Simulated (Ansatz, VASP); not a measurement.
# Two plane-wave programs on NaCl

The input INCAR:

```
  PREC = Accurate
  ENCUT = 520
  EDIFF = 1E-6
  ISMEAR = 0
  SIGMA = 0.05
  LREAL = F
  LASPH = T
  NELM = 60
  ALGO = Normal
  ISIF = 2
  LWAVE = F
  LCHARG = F
  GGA = PS
  NBANDS = 14
```

KPOINTS

```
Automatic mesh
0
Gamma
  8 8 8
```

The input POSCAR:

```
NaCl
1.0
    0.0000000000      2.6428747275      2.6428747275
    2.6428747275      0.0000000000      2.6428747275
    2.6428747275      2.6428747275      0.0000000000
Na Cl
1 1
Direct
    0.0000000000      0.0000000000      0.0000000000
    0.5000000000      0.5000000000      0.5000000000
```

Input for Ansatz:

```yaml
crystal:
  lattice:
    - [0.0, 2.6428747275, 2.6428747275]
    - [2.6428747275, 0.0, 2.6428747275]
    - [2.6428747275, 2.6428747275, 0.0]
  atoms:
    - { symbol: Na, position: [0.0, 0.0, 0.0] }
    - { symbol: Cl, position: [0.5, 0.5, 0.5] }
basis:
  ecutwfc: 420
  ecutrho_ratio: 4
kpoints:
  mp_grid: { grid: [8, 8, 8] }
hamiltonian:
  xc: pbesol
scf:
  occupations: { method: gaussian, width: 0.05 }
output:
  forces: true
  stress: true
  eigenvalues: true
```

Alike in both runs: task single point; functional PBEsol; k mesh 8 × 8 × 8; occupations gaussian, width 0.05 eV; no spin polarisation.

```csv
,VASP,Ansatz
version,VASP 6.6.1,Ansatz 0.2.0
potentials or method,"VASP PAW PBE potentials, release 64 (Na_pv, Cl), cutoff 520 eV","scalar-relativistic, plane waves, PAW"
valence electrons in the cell,14,16
```

```tsv
	VASP	Ansatz	Ansatz less VASP
gap on the k mesh at the Fermi level (eV)	5.76	5.76	+0.005
least direct gap on the mesh (eV)	5.76	5.76	+0.005
pressure (GPa)	6.9	6.8	-0.10
```

VASP's potentials were made for PBE, not for PBEsol. VASP's potentials hold 14 valence electrons a cell and Ansatz's 16, so a difference there can come from the potentials and not from the codes.
